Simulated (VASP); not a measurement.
Ta3N, 4 atoms in the cell. The structure is trigonal, space group P-3m1 (No. 164). Conventional cell: a = 3.032 Å, b = 3.032 Å, c = 7.524 Å, α = 90.00°, β = 90.00°, γ = 120.00°. Ta (site symmetry 3m) has 3 N at 2.19 Å within 2.9 Å. Ta (site symmetry -3m) has 12 Ta at 3.01 to 3.03 Å and 2 N at 3.76 Å within 4.0 Å. N (site symmetry -3m) has 6 Ta at 2.19 Å within 2.9 Å. 

- Program: VASP 6.6.1
- Task: single point
- Functional: PBEsol
- Potentials or basis: VASP PAW PBE potentials, release 64 (Ta_pv, N)
- Cutoff: 520 eV
- k mesh: 10 × 10 × 4
- Occupations: fermi-dirac, width 0.05 eV
- Spin: no spin polarisation
- Dipole correction: no
- Further INCAR settings: ALGO = Normal; EDIFF = 1e-07; NBANDS = 27

Potentials or basis: VASP PAW PBE potentials, release 64 (Ta_pv, N).

The run is started by

```bash
$ cat potpaw_PBE.64/Ta_pv/POTCAR potpaw_PBE.64/N/POTCAR > POTCAR
$ mpirun -np 1 vasp_std > vasp.out
```

Hardware: 1 thread of Intel(R) Xeon(R) 6975P-C (Granite Rapids), on a shared host.

How long does it take, and how much memory?

Run time: 30 s on 1 thread of Intel(R) Xeon(R) 6975P-C (Granite Rapids), on a shared host, peak memory 0.21 GiB. Counts: scf iterations 15, k points 50.
